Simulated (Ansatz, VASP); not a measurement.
**NiO: VASP beside Ansatz**

INCAR

```
  ALGO = Normal
  EDIFF = 1E-7
  ENCUT = 520
  GGA = PE
  ISIF = 2
  ISMEAR = 0
  ISPIN = 2
  LASPH = True
  LCHARG = False
  LDAU = True
  LDAUJ = 0 0
  LDAUL = 2 -1
  LDAUPRINT = 1
  LDAUTYPE = 2
  LDAUU = 7 0
  LMAXMIX = 4
  LORBIT = 11
  LREAL = False
  LWAVE = False
  MAGMOM = 1.7 -1.7 0 0
  NBANDS = 28
  NELM = 150
  PREC = Accurate
  SIGMA = 0.01
```

Contents of KPOINTS:

```
k-points
0
Gamma
  8 8 8
```

Contents of POSCAR:

```
NiO
1.0
    2.0606533300      2.0606533300      4.1491533300
    4.1491533300      2.0606533300      2.0606533300
    2.0606533300      4.1491533300      2.0606533300
Ni O
2 2
Direct
    0.0000000000      0.0000000000      0.0000000000
    0.5000000000      0.5000000000      0.5000000000
    0.2500000000      0.2500000000      0.2500000000
    0.7500000000      0.7500000000      0.7500000000
```

Input for Ansatz:

```yaml
crystal:
  lattice:
    - [2.06065333, 2.06065333, 4.14915333]
    - [4.14915333, 2.06065333, 2.06065333]
    - [2.06065333, 4.14915333, 2.06065333]
  atoms:
    - { symbol: Ni, position: [0.0, 0.0, 0.0], spin: 1.7 }
    - { symbol: Ni, position: [0.5, 0.5, 0.5], spin: -1.7 }
    - { symbol: O, position: [0.25, 0.25, 0.25] }
    - { symbol: O, position: [0.75, 0.75, 0.75] }
magnetization:
  spin_polarized: true
scf:
  occupations: { method: fixed }
output:
  stress: true
  populations: true
  write_density: true
  write_potential: true
  elf: true
  volumetric_format: npy
hamiltonian:
  xc: pbe
  hubbard: { sites: [{ species: Ni, l: d, u_eff: 7.0 }] }
kpoints:
  mp_grid: { grid: [8, 8, 8] }
```

Alike in both runs: task single point; functional PBE; k mesh 8 × 8 × 8; collinear spin; Hubbard terms Ni d U = 7.0 eV.

|  | VASP | Ansatz |
| --- | --- | --- |
| version | VASP 6.6.1 | Ansatz 0.2.0 |
| potentials or method | VASP PAW PBE potentials, release 64 (Ni, O) | scalar-relativistic, plane waves, PAW |
| plane-wave cutoff (eV) | 520 | 420 |
| occupations | gaussian, width 0.01 eV | fixed |
| valence electrons in the cell | 32 | 48 |

VASP gave:

- gap on the k mesh at the Fermi level (eV): 3.59
- least direct gap on the mesh (eV): 4.24
- pressure (GPa): 1.9
- traceless stress, the component that is largest in VASP (GPa): 0.59
- net moment per atom (μB): 0.00
- size of the moment on the site where the two differ most (μB): 1.78

**Question.** Which values does Ansatz return?

**Answer.** gap on the k mesh at the Fermi level (eV): 3.25; least direct gap on the mesh (eV): 4.07; pressure (GPa): 14.1; traceless stress, the component that is largest in VASP (GPa): 0.49; net moment per atom (μB): 0.00; size of the moment on the site where the two differ most (μB): 1.69.

Site moments also hang on the region over which each program counts them. The programs project onto different local orbitals, so the same U acts differently, and such runs can settle in different states. VASP's potentials hold 32 valence electrons a cell and Ansatz's 48, so a difference there can come from the potentials and not from the codes. Ansatz's warnings: metallic iterate.
